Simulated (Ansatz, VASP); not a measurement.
# EuOs in VASP and in Ansatz

```
Eu Os
1.0
     3.45609    0.00000    0.00000
     0.00000    3.45609    0.00000
     0.00000    0.00000    3.45609
Eu Os
1 1
Cartesian
  0.0000 0.0000 0.0000
  1.7280 1.7280 1.7280
```

Alike in both runs: task single point; functional r2SCAN; k mesh 10 × 10 × 10; occupations gaussian, width 0.05 eV; collinear spin.

```csv
,VASP,Ansatz
version,VASP 6.6.1,Ansatz 0.2.0
potentials or method,"VASP PAW PBE potentials, release 64 (Eu, Os), cutoff 520 eV","scalar-relativistic, plane waves, PAW"
valence electrons in the cell,25,33
```

VASP gave:

- gap on the k mesh at the Fermi level (eV): none
- pressure (GPa): -0.5
- net moment per atom (μB): 2.87
- size of the moment on the site where the two differ most (μB): 6.27

**Question.** Estimate Ansatz's values.

**Answer.** gap on the k mesh at the Fermi level (eV): none; pressure (GPa): -0.7; net moment per atom (μB): 2.90; size of the moment on the site where the two differ most (μB): 6.49.

VASP's potentials were made for PBE, not for r2SCAN. Site moments also hang on the region over which each program counts them. A gap of «none» marks a metal or a gap that the smearing closes. The functional is the same, so the differences come from potentials, cutoffs and numerics. VASP's potentials hold 25 valence electrons a cell and Ansatz's 33, so a difference there can come from the potentials and not from the codes. Ansatz's warnings: stability check not made.

Spin-orbit coupling is off throughout.
